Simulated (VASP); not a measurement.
Crystal: Cd.

```
Cd
1.0
     2.97887    0.00000    0.00000
    -1.48944    2.57978    0.00000
     0.00000    0.00000    5.61765
Cd
2
Direct
  0.33333 0.66667 0.25000
  0.66667 0.33333 0.75000
```

```yaml
Program: VASP 6.6.1
Task: relaxation of cell and atoms
Functional: PBE
Potentials_or_basis: VASP PAW PBE potentials, release 64 (Cd)
Cutoff: 600 eV
k_mesh: 8 × 8 × 4
Occupations: gaussian, width 0.02 eV
Spin: no spin polarisation
```

At the start: pressure 3.3 GPa; volume 21.59 Å³/atom.

Where does the relaxation end?

Over 25 steps the energy falls by 21.5 meV/atom and the volume is 22.63 Å³/atom (+4.9 %); space group P6_3/mmc (No. 194, to 0.05 Å).

Step by step:
| step | energy change (eV) | largest force (eV/Å) | pressure (GPa) | volume (Å³) |
| --- | --- | --- | --- | --- |
| 1 | 0.0000 | 0.0000 | 3.31 | 43.17 |
| 2 | -0.0338 | 0.0000 | -0.40 | 46.00 |
| 3 | -0.0338 | 0.0000 | -0.39 | 45.96 |
| 4 | -0.0339 | 0.0000 | -0.34 | 45.91 |
| 5 | -0.0274 | 0.0000 | 1.24 | 44.53 |
| 6 | -0.0339 | 0.0000 | -0.25 | 45.83 |
| 7 | -0.0339 | 0.0000 | 0.07 | 45.53 |
| 8 | -0.0340 | 0.0000 | -0.21 | 45.75 |
| 9 | -0.0340 | 0.0000 | -0.09 | 45.64 |
| 10 | -0.0340 | 0.0000 | -0.12 | 45.69 |
| 11 | -0.0344 | 0.0000 | -0.05 | 45.58 |
| 12 | -0.0377 | 0.0000 | 0.40 | 45.26 |
| 13 | -0.0408 | 0.0000 | 0.84 | 44.61 |
| 14 | -0.0408 | 0.0000 | 0.76 | 44.67 |
| 15 | -0.0409 | 0.0000 | 0.82 | 44.66 |
| 16 | -0.0410 | 0.0000 | 0.88 | 44.63 |
| 17 | -0.0411 | 0.0000 | 0.89 | 44.57 |
| 18 | -0.0411 | 0.0000 | 0.80 | 44.59 |
| 19 | -0.0412 | 0.0000 | 0.82 | 44.62 |
| 20 | -0.0416 | 0.0000 | 0.75 | 44.69 |
| 21 | -0.0422 | 0.0000 | 0.60 | 44.84 |
| 22 | -0.0430 | 0.0000 | 0.21 | 45.13 |
| 23 | -0.0426 | 0.0000 | -0.39 | 45.73 |
| 24 | -0.0431 | 0.0000 | -0.13 | 45.34 |
| 25 | -0.0431 | 0.0000 | 0.05 | 45.27 |

Final structure:
```xyz
2
Lattice="3.0886 0.0000 0.0000 -1.5443 2.6748 0.0000 0.0000 0.0000 5.4795" Properties=species:S:1:pos:R:3 pbc="T T T"
Cd    0.0000    1.7832    1.3699
Cd    1.5443    0.8916    4.1096
```
